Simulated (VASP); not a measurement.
# Pb (P-1) in VASP: notebook, part 2 of 2

VASP 6.6.1.

### 3 Single point, PBE

This run uses another cell than the first one, of 30.43 Å³/atom, 1.010 times its volume.

INCAR reads:

```
PREC = Accurate
ENCUT = 520
EDIFF = 1E-6
ISMEAR = -1
SIGMA = 0.05
LREAL = False
LASPH = True
NELM = 100
ALGO = Normal
ISIF = 2
LWAVE = False
LCHARG = False
GGA = PE
NBANDS = 13
```

KPOINTS reads:

```
regular mesh
0
Gamma
  8 8 8
```

POSCAR reads:

```
Pb
1.0
    0.0193336300      2.4628699300      2.4773394736
    2.5028571400     -0.0067465600      2.5036804655
    2.4813249000      2.4674178800      0.0149335368
Pb
1
Direct
    0.0000000000      0.0000000000      0.0000000000
```

Potentials or basis: VASP PAW PBE potentials, release 64 (Pb_d).

Launch:

```
$ cat potpaw_PBE.64/Pb_d/POTCAR > POTCAR
$ mpirun -np 1 vasp_std > vasp.out
```

OUTCAR:

```text
PREC = Accurate
   ENCUT = 520
   EDIFF = 1E-6
   ISMEAR = -1
   LREAL = False
   LASPH = True
   NELM = 100
   ISIF = 2
   GGA = PE

 ion  position               nearest neighbor table
   1  0.000  0.000  0.000-

  Warning from LATTYP: Got some problem with cell dimensions!
  Tried to take original basis but could not verify dimensions!
  LATTYP: Found a triclinic cell.
 ALAT       =     6.0509313405
 B/A-ratio  =     0.5754614364
 C/A-ratio  =     0.5850608722
 COS(alpha) =     0.0002511451
 COS(beta)  =     0.2943197573
 COS(gamma) =     0.8643365907

  Lattice vectors:

 A1 = (   2.4404590300,   2.4787123900,  -4.9511528655)
 A2 = (   2.4619912700,   0.0045479500,  -2.4624059368)
 A3 = (  -2.5028571400,   0.0067465600,  -2.5036804655)

Analysis of symmetry for initial positions (statically):
=====================================================================
 Subroutine PRICEL returns:
 Original cell was already a primitive cell.

 Routine SETGRP: Setting up the symmetry group for a
 triclinic supercell.

 Subroutine GETGRP returns: Found  2 space group operations
 (whereof  2 operations were pure point group operations)
 out of a pool of  2 trial point group operations.

The static configuration has the point symmetry S_2 .

Analysis of symmetry for dynamics (positions and initial velocities):
=====================================================================
 Subroutine PRICEL returns:
 Original cell was already a primitive cell.

 Routine SETGRP: Setting up the symmetry group for a
 triclinic supercell.

 Subroutine GETGRP returns: Found  2 space group operations
 (whereof  2 operations were pure point group operations)
 out of a pool of  2 trial point group operations.

The dynamic configuration has the point symmetry S_2 .

 Subroutine INISYM returns: Found  2 space group operations
 (whereof  2 operations are pure point group operations),
 and found     1 'primitive' translations

----------------------------------------------------------------------------------------

                                     Primitive cell

  volume of cell :      30.4295

  direct lattice vectors                    reciprocal lattice vectors
     0.019333630  2.462869930  2.477339474    -0.203017904  0.202930537  0.203497971
     2.502857140 -0.006746560  2.503680466     0.199670019 -0.202001412  0.199263308
     2.481324900  2.467417880  0.014933537     0.203189651  0.202173159 -0.202578045

  length of vectors
     3.493324054  3.540163168  3.499335260     0.351864315  0.346956126  0.350995562

  position of ions in fractional coordinates (direct lattice)
     0.000000000  0.000000000  0.000000000

  ion indices of the primitive-cell ions
   primitive index   ion index
                 1           1

----------------------------------------------------------------------------------------

 KPOINTS: regular mesh

Automatic generation of k-mesh.
[... 23 lines left out ...]
  0.000000  0.000000  0.000000      1.000000
  0.125000 -0.000000 -0.000000      2.000000
  0.250000 -0.000000 -0.000000      2.000000
  0.375000  0.000000 -0.000000      2.000000
  0.500000 -0.000000 -0.000000      1.000000
  0.000000  0.125000  0.000000      2.000000
[... 16 lines left out ...]
  0.125000  0.375000 -0.000000      2.000000
  0.250000  0.375000 -0.000000      2.000000
 [... further k-points ...]
   k-points           NKPTS =    260   k-points in BZ     NKDIM =    260   number of bands    NBANDS=     13
   number of dos      NEDOS =    301   number of ions     NIONS =      1
   total plane-waves  NPLWV =  21952
   dimension x,y,z NGX =    28 NGY =   28 NGZ =   28
   dimension x,y,z NGXF=    56 NGYF=   56 NGZF=   56
   ions per type =               1
   NGX,Y,Z   is equivalent  to a cutoff of  13.33, 13.15, 13.30 a.u.
   NGXF,Y,Z  is equivalent  to a cutoff of  26.65, 26.30, 26.60 a.u.
 SYSTEM =  unknown system
   PREC   = accura    normal or accurate (medium, high low for compatibility)
   ISTART =      0    job   : 0-new  1-cont  2-samecut
   ICHARG =      2    charge: 1-file 2-atom 10-const
   ISPIN  =      1    spin polarized calculation?
   LNONCOLLINEAR =      F non collinear calculations
   LSORBIT =      F    spin-orbit coupling
   LASPH  =      T    aspherical Exc in radial PAW
   ENCUT  =  520.0 eV  38.22 Ry    6.18 a.u.   6.50  6.58  6.51*2*pi/ulx,y,z
   NELM   =    100;   NELMIN=  2; NELMDL= -5     # of ELM steps
   EDIFF  = 0.1E-05   stopping-criterion for ELM
   LREAL  =      F    real-space projection
   EDIFFG = 0.1E-04   stopping-criterion for IOM
   NSW    =      0    number of steps for IOM
   IBRION =     -1    ionic relax: 0-MD 1-quasi-New 2-CG
   NFREE  =      0    steps in history (QN), initial steepest desc. (CG)
   ISIF   =      2    stress and relaxation
   ISYM   =      2    0-nonsym 1-usesym 2-fastsym
   POTIM  = 0.5000    time-step for ionic-motion
   TEBEG  =    0.0;   TEEND  =   0.0 temperature during run
   PSTRESS=    0.0 pullay stress
   NELECT =      14.0000    total number of electrons
   NUPDOWN=      -1.0000    fix difference up-down
   EMIN   =  10.00;   EMAX   =-10.00  energy-range for DOS
   EFERMI =   0.00;   METHOD = LEGACY
   ISMEAR =    -1;   SIGMA  =   0.05  broadening in eV -4-tet -1-fermi 0-gaus
   EFERMI_NEDOS =   21; number of points for ismear=-14 and -15
   IALGO  =     38    algorithm
   IMIX   =      4    mixing-type and parameters
     AMIX     =   0.40;   BMIX     =  1.00
     AMIX_MAG =   1.60;   BMIX_MAG =  1.00
  volume/ion in A,a.u.               =      30.43       205.35
  Fermi-wavevector in a.u.,A,eV,Ry     =   1.263822  2.388278 21.731867  1.597247
  Thomas-Fermi vector in A             =   2.397159
   LORBIT       =      0    0 simple, 1 ext, 2 COOP (PROOUT), +10 PAW based schemes
   GGA     = PE    functional components
   LHFCALC =     F    Hartree Fock is set to
   AEXX    =    0.0000 exact exchange contribution
   IVDW    =     0    specifies the selected vdW correction
   LEPSILON=     F    determine dielectric tensor
   LRPA    =     F    only Hartree local field effects (RPA)
 non-spin polarized calculation
  energy-cutoff  :      520.00
  volume of cell :       30.43
 maximum number of plane-waves:       865
 NGX is ok and might be reduce to    28
   NGX = 13   NGY = 13   NGZ = 13

 number of electron      14.0000000 magnetization

 Free energy of the ion-electron system (eV)
  ---------------------------------------------------
  ext. energy  EPLUGINS =         0.00000000
  ---------------------------------------------------
  free energy    TOTEN  =        -3.56858814 eV

  energy without entropy =       -3.56564080  energy(sigma->0) =       -3.56711447

 E-fermi :   7.2077     XC(G=0): -10.1664

 val. band max:        7.1537097352   @ k =   0.2500   0.0000   0.3750
 cond. band min:       7.2659296234   @ k =  -0.3750   0.2500  -0.0000
 fundamental gap:      0.1122198882
 Fermi energy:         7.2077347180

 k-point     1 :       0.0000    0.0000    0.0000
  band No.  band energies     occupation
      1      -9.8326      2.00000
      2      -9.8190      2.00000
      3      -9.8155      2.00000
      4      -9.6865      2.00000
      5      -9.6802      2.00000
      6      -4.4865      2.00000
      7      14.4433      0.00000
      8      14.6223      0.00000
      9      14.8262      0.00000
     10      17.0227      0.00000
     11      18.4946      0.00000
     12      19.5031      0.00000
     13      19.7503      0.00000
[... 354 lines left out ...]
  band No.  band energies     occupation
      1      -9.9104      2.00000
      2      -9.8077      2.00000
      3      -9.6617      2.00000
      4      -9.6321      2.00000
      5      -9.5721      2.00000
      6      -1.8881      2.00000
      7       7.0797      1.85661
      8       9.7743      0.00000
      9      10.6496      0.00000
     10      14.1992      0.00000
     11      16.1022      0.00000
     12      23.1271      0.00000
     13      23.2591      0.00000

 [... further k-points ...]

------------------------ aborting loop because EDIFF is reached ----------------------------------------

  FORCE on cell =-STRESS in cart. coord.  units (eV):
  Direction    XX          YY          ZZ          XY          YZ          ZX
  --------------------------------------------------------------------------------------
  -------------------------------------------------------------------------------------
  Total        0.4412505      0.4563688      0.4417064      0.0077777      0.0251938     -0.0853228
  in kB       23.2327919     24.0288073     23.2568006      0.4095114      1.3265071     -4.4924282
  external PRESSURE =      23.5061332 kB  Pullay stress =       0.0000000 kB

 VOLUME and BASIS-vectors are now :
 -----------------------------------------------------------------------------
  energy-cutoff  :      520.00
  volume of cell :       30.43
      direct lattice vectors                 reciprocal lattice vectors
     0.019333630  2.462869930  2.477339474    -0.203017904  0.202930537  0.203497971
     2.502857140 -0.006746560  2.503680466     0.199670019 -0.202001412  0.199263308
     2.481324900  2.467417880  0.014933537     0.203189651  0.202173159 -0.202578045

 POSITION                                       TOTAL-FORCE (eV/Angst)
 -----------------------------------------------------------------------------------
      0.00000      0.00000      0.00000         0.000000      0.000000      0.000000
 -----------------------------------------------------------------------------------
    total drift:                               -0.000000     -0.000000     -0.000000

  FREE ENERGIE OF THE ION-ELECTRON SYSTEM (eV)
  ---------------------------------------------------
  free  energy   TOTEN  =        -3.5685881363 eV

  energy  without entropy=       -3.5656408034  energy(sigma->0) =       -3.56711447
```

OSZICAR:

```text
N       E                     dE             d eps       ncg     rms          rms(c)
DAV:   1     0.107776297333E+03    0.10778E+03   -0.71495E+03  6836   0.126E+03
DAV:   2     0.164778326133E+01   -0.10613E+03   -0.10288E+03  7095   0.314E+02
DAV:   3    -0.345674458825E+01   -0.51045E+01   -0.50835E+01  8448   0.736E+01
DAV:   4    -0.357440983288E+01   -0.11767E+00   -0.11764E+00  8257   0.120E+01
DAV:   5    -0.357966513870E+01   -0.52553E-02   -0.52550E-02  9606   0.237E+00    0.521E-01
DAV:   6    -0.357077183251E+01    0.88933E-02   -0.12538E-02  8767   0.196E+00    0.259E-01
DAV:   7    -0.356864246160E+01    0.21294E-02   -0.54826E-03  8910   0.122E+00    0.867E-02
DAV:   8    -0.356859275045E+01    0.49711E-04   -0.41325E-04  9162   0.324E-01    0.101E-02
DAV:   9    -0.356858912707E+01    0.36234E-05   -0.10340E-05  9351   0.564E-02    0.491E-03
DAV:  10    -0.356858813628E+01    0.99078E-06   -0.88568E-07  5670   0.907E-03
   1 F= -.35685881E+01 E0= -.35671145E+01  d E =-.294733E-02
```

Run time: 53 s. Hardware: 1 thread of Intel Xeon 6975P-C, shared host; peak memory 0.23 GiB.

Results:

| Quantity | Value |
| --- | --- |
| Free energy | -3.5686 eV |
| Pressure | 2.4 GPa |
| Band gap on the k mesh | zero (band 7 reaches 14.44 eV, above the bottom of band 8 at 5.90 eV) |

Stress tensor (GPa, compression positive):
```
 2.32  0.04 -0.45
 0.04  2.40  0.13
-0.45  0.13  2.33
```

Levels at points of the mesh, in eV from the Fermi level:
| k point | band 3 | band 4 | band 5 | band 6 | band 7 | band 8 | band 9 | band 10 | band 11 | band 12 |
| --- | --- | --- | --- | --- | --- | --- | --- | --- | --- | --- |
| (0.00, 0.00, 0.00) | -17.02 | -16.89 | -16.89 | -11.69 | 7.24 | 7.41 | 7.62 | 9.81 | 11.29 | 12.30 |
| (0.50, 0.00, 0.00) | -17.01 | -16.76 | -16.75 | -8.00 | -4.13 | 5.40 | 5.56 | 9.22 | 9.33 | 11.01 |
| (0.00, 0.50, 0.00) | -17.02 | -16.77 | -16.76 | -8.18 | -4.18 | 5.71 | 5.74 | 9.34 | 9.61 | 11.30 |
| (0.50, 0.50, 0.00) | -16.77 | -16.73 | -16.72 | -6.71 | -3.24 | 2.09 | 2.13 | 5.43 | 6.70 | 18.27 |
| (0.00, 0.00, 0.50) | -17.01 | -16.76 | -16.75 | -8.03 | -4.14 | 5.44 | 5.61 | 9.25 | 9.38 | 11.03 |
| (0.50, 0.00, 0.50) | -16.77 | -16.72 | -16.72 | -6.65 | -3.19 | 1.85 | 2.23 | 5.34 | 6.66 | 18.22 |
| (0.00, 0.50, 0.50) | -16.77 | -16.73 | -16.72 | -6.70 | -3.24 | 2.05 | 2.16 | 5.42 | 6.69 | 18.27 |
| (0.50, 0.50, 0.50) | -17.01 | -16.77 | -16.75 | -8.13 | -4.16 | 5.65 | 5.67 | 9.31 | 9.54 | 11.22 |

Caveat: spin-orbit coupling is left out, which moves the levels of the heavy elements.
